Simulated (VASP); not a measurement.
# Be2Se (Pnnm) in VASP: further runs

Runs on Be2Se. Level: PBE. Tasks: single point, relaxation of cell and atoms.

Program: VASP 6.6.1. These are calculated values, not measurements. Logs are shortened: lines on timing, memory, paths and dates and some standing lists are left out, and cuts for length are marked.

## (1) The cell of the first run

Symmetry: Pnnm, No. 58, orthorhombic system. The conventional cell has a = 5.005 Å, b = 5.158 Å, c = 3.369 Å, α = 90.00°, β = 90.00°, γ = 90.00°. Within 2.9 Å of Be (site symmetry m) lie 3 Se at 2.17 to 2.22 Å and 1 Be at 2.89 Å. Within 2.9 Å of Se (site symmetry 2/m) lie 6 Be at 2.17 to 2.22 Å.

## (2) Single point, PBE

Input file INCAR:

```
SYSTEM = Be2Se
PREC = Accurate
ENCUT = 520
EDIFF = 1E-6
ISMEAR = 0
SIGMA = 0.1
LREAL = .False.
LASPH = .True.
NELM = 60
ALGO = Normal
ISIF = 2
LWAVE = .False.
LCHARG = .False.
GGA = PE
NBANDS = 19
```

Input file KPOINTS:

```
regular mesh
0
Gamma
  4 4 6
  0 0 0
```

Input file POSCAR:

```
Be2Se
1.0
    5.0051944584      0.0000000000      0.0000000000
    0.0000000000      5.1575962127      0.0000000000
    0.0000000000      0.0000000000      3.3688808854
Be Se
4 2
Direct
    0.2250000000      0.8250000000      0.5000000000
    0.7250000000      0.6750000000      0.0000000000
    0.7750000000      0.1750000000      0.5000000000
    0.2750000000      0.3250000000      0.0000000000
    0.5000000000      0.5000000000      0.5000000000
    0.0000000000      0.0000000000      0.0000000000
```

Potentials or basis: VASP PAW PBE potentials, release 64 (Be, Se).

Started as:

```bash
$ cat potpaw_PBE.64/Be/POTCAR potpaw_PBE.64/Se/POTCAR > POTCAR
$ mpirun -np 1 vasp_std > vasp.out
```

OUTCAR:

```text
SYSTEM = Be2Se
   PREC = Accurate
   ENCUT = 520
   EDIFF = 1E-6
   ISMEAR = 0
   LREAL = .False.
   LASPH = .True.
   NELM = 60
   ISIF = 2
   GGA = PE

 ion  position               nearest neighbor table
   1  0.225  0.825  0.500-   5 2.17   6 2.22   6 2.22
   2  0.725  0.675  0.000-   6 2.17   5 2.22   5 2.22
   3  0.775  0.175  0.500-   5 2.17   6 2.22   6 2.22
   4  0.275  0.325  0.000-   6 2.17   5 2.22   5 2.22
   5  0.500  0.500  0.500-   1 2.17   3 2.17   2 2.22   4 2.22   2 2.22   4 2.22
   6  0.000  0.000  0.000-   2 2.17   4 2.17   3 2.22   1 2.22   1 2.22   3 2.22

  LATTYP: Found a simple orthorhombic cell.
 ALAT       =     3.3688808854
 B/A-ratio  =     1.4857142857
 C/A-ratio  =     1.5309523810

  Lattice vectors:

 A1 = (   0.0000000000,   0.0000000000,   3.3688808854)
 A2 = (   5.0051944584,   0.0000000000,   0.0000000000)
 A3 = (   0.0000000000,   5.1575962127,   0.0000000000)

Analysis of symmetry for initial positions (statically):
=====================================================================
 Subroutine PRICEL returns:
 Original cell was already a primitive cell.

 Routine SETGRP: Setting up the symmetry group for a
 simple orthorhombic supercell.

 Subroutine GETGRP returns: Found  8 space group operations
 (whereof  4 operations were pure point group operations)
 out of a pool of  8 trial point group operations.

The static configuration has the point symmetry C_2h.
 The point group associated with its full space group is D_2h.

Analysis of symmetry for dynamics (positions and initial velocities):
=====================================================================
 Subroutine PRICEL returns:
 Original cell was already a primitive cell.

 Routine SETGRP: Setting up the symmetry group for a
 simple orthorhombic supercell.

 Subroutine GETGRP returns: Found  8 space group operations
 (whereof  4 operations were pure point group operations)
 out of a pool of  8 trial point group operations.

The dynamic configuration has the point symmetry C_2h.
 The point group associated with its full space group is D_2h.

 Subroutine INISYM returns: Found  8 space group operations
 (whereof  4 operations are pure point group operations),
 and found     1 'primitive' translations

----------------------------------------------------------------------------------------

[... 96 lines left out ...]
   LSORBIT =      F    spin-orbit coupling
   LASPH  =      T    aspherical Exc in radial PAW
   ENCUT  =  520.0 eV  38.22 Ry    6.18 a.u.   9.31  9.59  6.26*2*pi/ulx,y,z
   NELM   =     60;   NELMIN=  2; NELMDL= -5     # of ELM steps
   EDIFF  = 0.1E-05   stopping-criterion for ELM
   LREAL  =      F    real-space projection
   EDIFFG = 0.1E-04   stopping-criterion for IOM
   NSW    =      0    number of steps for IOM
   IBRION =     -1    ionic relax: 0-MD 1-quasi-New 2-CG
   NFREE  =      0    steps in history (QN), initial steepest desc. (CG)
   ISIF   =      2    stress and relaxation
   ISYM   =      2    0-nonsym 1-usesym 2-fastsym
   POTIM  = 0.5000    time-step for ionic-motion
   TEBEG  =    0.0;   TEEND  =   0.0 temperature during run
   PSTRESS=    0.0 pullay stress
   NELECT =      20.0000    total number of electrons
   NUPDOWN=      -1.0000    fix difference up-down
   EMIN   =  10.00;   EMAX   =-10.00  energy-range for DOS
   EFERMI =   0.00;   METHOD = LEGACY
   ISMEAR =     0;   SIGMA  =   0.10  broadening in eV -4-tet -1-fermi 0-gaus
   EFERMI_NEDOS =   21; number of points for ismear=-14 and -15
   IALGO  =     38    algorithm
   IMIX   =      4    mixing-type and parameters
     AMIX     =   0.40;   BMIX     =  1.00
     AMIX_MAG =   1.60;   BMIX_MAG =  1.00
  volume/ion in A,a.u.               =      14.49        97.81
  Fermi-wavevector in a.u.,A,eV,Ry     =   1.002998  1.895392 13.687536  1.006006
  Thomas-Fermi vector in A             =   2.135522
   LORBIT       =      0    0 simple, 1 ext, 2 COOP (PROOUT), +10 PAW based schemes
   GGA     = PE    functional components
   LHFCALC =     F    Hartree Fock is set to
   AEXX    =    0.0000 exact exchange contribution
   IVDW    =     0    specifies the selected vdW correction
   LEPSILON=     F    determine dielectric tensor
   LRPA    =     F    only Hartree local field effects (RPA)
 non-spin polarized calculation
 Gauss-broadening in eV      SIGMA  =   0.10
  energy-cutoff  :      520.00
  volume of cell :       86.97
 maximum number of plane-waves:      2372
 NGX is ok and might be reduce to    40
   NGX = 19   NGY = 19   NGZ = 13

 number of electron      20.0000000 magnetization

 Free energy of the ion-electron system (eV)
  ---------------------------------------------------
  ext. energy  EPLUGINS =         0.00000000
  ---------------------------------------------------
  free energy    TOTEN  =       -17.03835114 eV

  energy without entropy =      -17.01456267  energy(sigma->0) =      -17.02645690

 E-fermi :   5.9711     XC(G=0):  -9.7349

 val. band max:        5.9710449969   @ k =   0.5000   0.0000   0.0000
 cond. band min:       5.9793945077   @ k =   0.2500   0.2500   0.5000
 fundamental gap:      0.0083495108
 Fermi energy:         5.9711286559

 k-point     1 :       0.0000    0.0000    0.0000
  band No.  band energies     occupation
      1     -10.9182      2.00000
      2     -10.0749      2.00000
      3      -2.0481      2.00000
      4      -1.7199      2.00000
      5       0.3314      2.00000
      6       0.3758      2.00000
[... 505 lines left out ...]
      6      -1.3376      2.00000
[... 11 lines left out ...]
     18      11.4070      0.00000
     19      12.8166      0.00000

 [... further k-points ...]
[... 5 lines left out ...]
  --------------------------------------------------------------------------------------
  -------------------------------------------------------------------------------------
  Total        3.4635560      6.6695193      4.2987451      0.0000000      0.0000000      0.0000000
  in kB       63.8085455    122.8715028     79.1951024      0.0000000      0.0000000      0.0000000
  external PRESSURE =      88.6250503 kB  Pullay stress =       0.0000000 kB

 VOLUME and BASIS-vectors are now :
 -----------------------------------------------------------------------------
  energy-cutoff  :      520.00
  volume of cell :       86.97
      direct lattice vectors                 reciprocal lattice vectors
     5.005194458  0.000000000  0.000000000     0.199792437  0.000000000  0.000000000
     0.000000000  5.157596213  0.000000000     0.000000000  0.193888773  0.000000000
     0.000000000  0.000000000  3.368880885     0.000000000  0.000000000  0.296834478

 POSITION                                       TOTAL-FORCE (eV/Angst)
 -----------------------------------------------------------------------------------
      1.12617      4.25502      1.68444         0.610943      0.069289      0.000000
      3.62877      3.48138      0.00000         0.610943     -0.069289      0.000000
      3.87903      0.90258      1.68444        -0.610943     -0.069289     -0.000000
      1.37643      1.67622      0.00000        -0.610943      0.069289     -0.000000
      2.50260      2.57880      1.68444         0.000000      0.000000     -0.000000
      0.00000      0.00000      0.00000         0.000000      0.000000     -0.000000
 -----------------------------------------------------------------------------------
    total drift:                                0.000000     -0.000000     -0.000000

  FREE ENERGIE OF THE ION-ELECTRON SYSTEM (eV)
  ---------------------------------------------------
  free  energy   TOTEN  =       -17.0383511404 eV

  energy  without entropy=      -17.0145626676  energy(sigma->0) =      -17.02645690
```

It took 17 s on 1 thread of Intel Xeon 6975P-C (Granite Rapids), shared host; peak memory 0.22 GiB.

Results:

```
Free energy            : -17.0384 eV
Pressure               : 8.9 GPa
Largest force          : 0.615 eV/Å
Band gap on the k mesh : zero (band 10 reaches 6.64 eV, above the bottom of band 11 at 5.23 eV)
```

Forces on the atoms (eV/Å):
```
Be   0.611  0.069  0.000
Be   0.611 -0.069  0.000
Be  -0.611 -0.069  0.000
Be  -0.611  0.069  0.000
Se   0.000  0.000  0.000
Se   0.000  0.000  0.000
```

Stress tensor (GPa, compression positive):
```
 6.38  0.00  0.00
 0.00 12.29  0.00
 0.00  0.00  7.92
```

Levels at points of the mesh, in eV from the Fermi level:
```
           k point  band 8  band 9  band 10  band 11  band 12  band 13
(0.00, 0.00, 0.00)   -3.41   -3.28    -1.80     0.28     1.07     1.34
(0.50, 0.00, 0.00)   -4.29    0.00     0.00     1.07     1.07     2.57
(0.00, 0.50, 0.00)   -4.31   -0.18    -0.18     1.07     1.07     2.55
(0.50, 0.50, 0.00)   -4.21    0.33     0.33     1.47     1.47     2.27
(0.00, 0.00, 0.50)   -6.03   -0.25    -0.25     0.61     0.61     0.80
(0.50, 0.00, 0.50)   -5.80   -1.86    -1.86    -0.75    -0.75     3.37
(0.00, 0.50, 0.50)   -5.84   -1.52    -1.52    -0.37    -0.37     2.04
(0.50, 0.50, 0.50)   -6.67    0.12     0.12     0.88     0.88     1.83
```

## (3) Single point, PBE

This run uses another cell than the first one, of 15.66 Å³/atom, 1.080 times its volume.

Input file INCAR:

```
PREC     = Accurate       # precision mode
ENCUT    = 520            # plane-wave cutoff, eV
EDIFF    = 1E-7           # SCF threshold, eV
ISMEAR   = 0              # smearing method
SIGMA    = 0.1            # smearing width, eV
LREAL    = False          # projectors in reciprocal space
LASPH    = True           # aspherical terms in the spheres
NELM     = 100            # most SCF steps
ALGO     = Normal         # electronic algorithm
ISIF     = 2              # what is computed and relaxed
LWAVE    = False          # write WAVECAR
LCHARG   = True           # write CHGCAR
GGA      = PE             # functional
LELF     = True           # ELF
LVHAR    = True         
NBANDS   = 19             # bands
```

Input file KPOINTS:

```
Automatic mesh
0
Gamma
  4 4 6
```

Input file POSCAR:

```
Be2Se
1.0
    4.6892886736      0.0000000000      0.0000000000
    0.0000000000      5.7096575492      0.0000000000
    0.0000000000      0.0000000000      3.5091495371
Be Se
4 2
Direct
    0.3198094181      0.8978538143      0.5000000000
    0.8198094181      0.6021461857      0.0000000000
    0.6801905819      0.1021461857      0.5000000000
    0.1801905819      0.3978538143      0.0000000000
    0.5000000000      0.5000000000      0.5000000000
    0.0000000000      0.0000000000      0.0000000000
```

Potentials or basis: VASP PAW PBE potentials, release 64 (Be, Se).

Started as:

```bash
$ cat potpaw_PBE.64/Be/POTCAR potpaw_PBE.64/Se/POTCAR > POTCAR
$ mpirun -np 1 vasp_std > vasp.out
```

OUTCAR:

```text
PREC = Accurate
   ENCUT = 520
   EDIFF = 1E-7
   ISMEAR = 0
   LREAL = False
   LASPH = True
   NELM = 100
   ISIF = 2
   GGA = PE

 ion  position               nearest neighbor table
   1  0.320  0.898  0.500-   3 2.05   6 2.38   6 2.38   5 2.42
   2  0.820  0.602  0.000-   4 2.05   5 2.38   5 2.38   6 2.42
   3  0.680  0.102  0.500-   1 2.05   6 2.38   6 2.38   5 2.42
   4  0.180  0.398  0.000-   2 2.05   5 2.38   5 2.38   6 2.42
   5  0.500  0.500  0.500-   2 2.38   4 2.38   2 2.38   4 2.38   3 2.42   1 2.42
   6  0.000  0.000  0.000-   1 2.38   3 2.38   1 2.38   3 2.38   2 2.42   4 2.42

  LATTYP: Found a simple orthorhombic cell.
 ALAT       =     3.5091495371
 B/A-ratio  =     1.3363034616
 C/A-ratio  =     1.6270772986

  Lattice vectors:

 A1 = (   0.0000000000,   0.0000000000,   3.5091495371)
 A2 = (   4.6892886736,   0.0000000000,   0.0000000000)
 A3 = (   0.0000000000,   5.7096575492,   0.0000000000)

Analysis of symmetry for initial positions (statically):
=====================================================================
 Subroutine PRICEL returns:
 Original cell was already a primitive cell.

 Routine SETGRP: Setting up the symmetry group for a
 simple orthorhombic supercell.

 Subroutine GETGRP returns: Found  8 space group operations
 (whereof  4 operations were pure point group operations)
 out of a pool of  8 trial point group operations.

The static configuration has the point symmetry C_2h.
 The point group associated with its full space group is D_2h.

Analysis of symmetry for dynamics (positions and initial velocities):
=====================================================================
 Subroutine PRICEL returns:
 Original cell was already a primitive cell.

 Routine SETGRP: Setting up the symmetry group for a
 simple orthorhombic supercell.

 Subroutine GETGRP returns: Found  8 space group operations
 (whereof  4 operations were pure point group operations)
 out of a pool of  8 trial point group operations.

[... 127 lines left out ...]
   IMIX   =      4    mixing-type and parameters
     AMIX     =   0.40;   BMIX     =  1.00
     AMIX_MAG =   1.60;   BMIX_MAG =  1.00
  volume/ion in A,a.u.               =      15.66       105.67
  Fermi-wavevector in a.u.,A,eV,Ry     =   0.977489  1.847186 13.000158  0.955485
  Thomas-Fermi vector in A             =   2.108190
   LORBIT       =      0    0 simple, 1 ext, 2 COOP (PROOUT), +10 PAW based schemes
   GGA     = PE    functional components
   LHFCALC =     F    Hartree Fock is set to
   AEXX    =    0.0000 exact exchange contribution
   IVDW    =     0    specifies the selected vdW correction
   LEPSILON=     F    determine dielectric tensor
   LRPA    =     F    only Hartree local field effects (RPA)
 non-spin polarized calculation
 Gauss-broadening in eV      SIGMA  =   0.10
  energy-cutoff  :      520.00
  volume of cell :       93.95
 maximum number of plane-waves:      2566
 NGX is ok and might be reduce to    36
   NGX = 17   NGY = 21   NGZ = 13

 number of electron      20.0000001 magnetization

 Free energy of the ion-electron system (eV)
  ---------------------------------------------------
  ext. energy  EPLUGINS =         0.00000000
  ---------------------------------------------------
  free energy    TOTEN  =       -19.86721135 eV

  energy without entropy =      -19.85871983  energy(sigma->0) =      -19.86296559

 E-fermi :   4.9062     XC(G=0):  -9.4110

 val. band max:        4.8887846065   @ k =   0.0000   0.2500   0.5000
 cond. band min:       4.9092946798   @ k =   0.5000   0.5000   0.1667
 fundamental gap:      0.0205100732
 Fermi energy:         4.9061520470

 k-point     1 :       0.0000    0.0000    0.0000
  band No.  band energies     occupation
      1     -10.5646      2.00000
      2      -9.6832      2.00000
      3      -2.2674      2.00000
      4      -1.0962      2.00000
      5       0.7329      2.00000
      6       1.0379      2.00000
[... 505 lines left out ...]
      6      -1.1753      2.00000
[... 11 lines left out ...]
     18      10.6441      0.00000
     19      12.0038      0.00000

 [... further k-points ...]
[... 5 lines left out ...]
  --------------------------------------------------------------------------------------
  -------------------------------------------------------------------------------------
  Total        0.1454150      0.1623154      0.1405480     -0.0000000      0.0000000      0.0000000
  in kB        2.4797093      2.7679071      2.3967144     -0.0000000      0.0000000      0.0000000
  external PRESSURE =       2.5481103 kB  Pullay stress =       0.0000000 kB

 VOLUME and BASIS-vectors are now :
 -----------------------------------------------------------------------------
  energy-cutoff  :      520.00
  volume of cell :       93.95
      direct lattice vectors                 reciprocal lattice vectors
     4.689288674  0.000000000  0.000000000     0.213251960  0.000000000  0.000000000
     0.000000000  5.709657549  0.000000000     0.000000000  0.175141852  0.000000000
     0.000000000  0.000000000  3.509149537     0.000000000  0.000000000  0.284969332

 POSITION                                       TOTAL-FORCE (eV/Angst)
 -----------------------------------------------------------------------------------
      1.49968      5.12644      1.75457        -0.013743      0.016348      0.000000
      3.84432      3.43805      0.00000        -0.013743     -0.016348      0.000000
      3.18961      0.58322      1.75457         0.013743     -0.016348      0.000000
      0.84497      2.27161      0.00000         0.013743      0.016348      0.000000
      2.34464      2.85483      1.75457         0.000000      0.000000      0.000000
      0.00000      0.00000      0.00000         0.000000      0.000000      0.000000
 -----------------------------------------------------------------------------------
    total drift:                                0.000000      0.000000      0.000000

  FREE ENERGIE OF THE ION-ELECTRON SYSTEM (eV)
  ---------------------------------------------------
  free  energy   TOTEN  =       -19.8672113484 eV

  energy  without entropy=      -19.8587198272  energy(sigma->0) =      -19.86296559
```

OSZICAR:

```text
N       E                     dE             d eps       ncg     rms          rms(c)
DAV:   1     0.518817497065E+02    0.51882E+02   -0.79795E+03  1368   0.886E+02
DAV:   2    -0.157994136294E+02   -0.67681E+02   -0.63984E+02  1765   0.143E+02
DAV:   3    -0.206626928624E+02   -0.48633E+01   -0.48177E+01  1886   0.387E+01
DAV:   4    -0.207145406799E+02   -0.51848E-01   -0.51784E-01  1727   0.437E+00
DAV:   5    -0.207149793186E+02   -0.43864E-03   -0.43852E-03  1818   0.434E-01    0.625E+00
DAV:   6    -0.200615295753E+02    0.65345E+00   -0.54350E-01  1598   0.286E+00    0.377E+00
DAV:   7    -0.198755566766E+02    0.18597E+00   -0.86671E-01  1541   0.312E+00    0.106E+00
DAV:   8    -0.198712189634E+02    0.43377E-02   -0.13503E-01  1509   0.149E+00    0.482E-01
DAV:   9    -0.198674276823E+02    0.37913E-02   -0.21647E-02  1637   0.582E-01    0.125E-01
DAV:  10    -0.198673561013E+02    0.71581E-04   -0.12858E-03  1762   0.162E-01    0.657E-02
DAV:  11    -0.198672423421E+02    0.11376E-03   -0.10353E-03  1569   0.105E-01    0.365E-02
DAV:  12    -0.198672152217E+02    0.27120E-04   -0.90475E-05  1557   0.394E-02    0.136E-02
DAV:  13    -0.198672114045E+02    0.38173E-05   -0.10950E-05  1616   0.123E-02    0.403E-03
DAV:  14    -0.198672112923E+02    0.11220E-06   -0.15790E-06  1588   0.477E-03    0.559E-04
DAV:  15    -0.198672113484E+02   -0.56110E-07   -0.37712E-08   947   0.108E-03
   1 F= -.19867211E+02 E0= -.19862966E+02  d E =-.849152E-02
```

stdout:

```text
POSCAR found type information on POSCAR BeSe
 POSCAR found :  2 types and       6 ions
 scaLAPACK will be used
 LDA part: xc-table for (Slater+PW92), standard interpolation
 POSCAR, INCAR and KPOINTS ok, starting setup
 FFT: planning ... GRIDC
 FFT: planning ... GRID_SOFT
 FFT: planning ... GRID
 WAVECAR not read
 entering main loop
```

Wall time 32 s (1 thread of Intel Xeon 6975P-C (Granite Rapids), shared host); peak memory 0.22 GiB.

Results:

| Property | Result |
| --- | --- |
| Free energy | -19.8672 eV |
| Pressure | 0.3 GPa |
| Largest force | 0.021 eV/Å |
| Band gap on the k mesh | zero (band 10 reaches 5.08 eV, above the bottom of band 11 at 4.77 eV) |

Forces in eV/Å, atoms in the order of the input:
```
Be  -0.014  0.016  0.000
Be  -0.014 -0.016  0.000
Be   0.014 -0.016  0.000
Be   0.014  0.016  0.000
Se   0.000  0.000  0.000
Se   0.000  0.000  0.000
```

(Continued in part 2 of 2.)
